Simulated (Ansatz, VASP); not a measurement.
I: VASP beside Ansatz

```
I
1.0
     2.53835   -3.70662    0.00000
     2.53835    3.70662    0.00000
    -1.62087    0.00000    2.38110
I
1
Cartesian
  1.7279 0.0000 1.1905
```

Alike in both runs: task single point; functional PBE; k mesh 4 × 4 × 6; occupations methfessel-paxton of order 1, width 0.0061 eV; no spin polarisation.

|  | VASP | Ansatz |
| --- | --- | --- |
| version | VASP 6.6.1 | Ansatz 0.2.0 |
| potentials or method | VASP PAW PBE potentials, release 64 (I), cutoff 500 eV | scalar-relativistic, plane waves, PAW |
| valence electrons in the cell | 7 | 17 |

|  | VASP | Ansatz | Ansatz less VASP |
| --- | --- | --- | --- |
| gap on the k mesh at the Fermi level (eV) | none | none | - |
| pressure (GPa) | 0.8 | 0.9 | +0.05 |
| traceless stress, the component that is largest in VASP (GPa) | 0.91 | 0.90 | -0.014 |

A gap of «none» marks a metal or a gap that the smearing closes. The functional is the same, so the differences come from potentials, cutoffs and numerics. VASP's potentials hold 7 valence electrons a cell and Ansatz's 17, so a difference there can come from the potentials and not from the codes.

The k mesh is coarse, so the values compare programs but aren't converged. Neither program's run includes spin-orbit coupling.
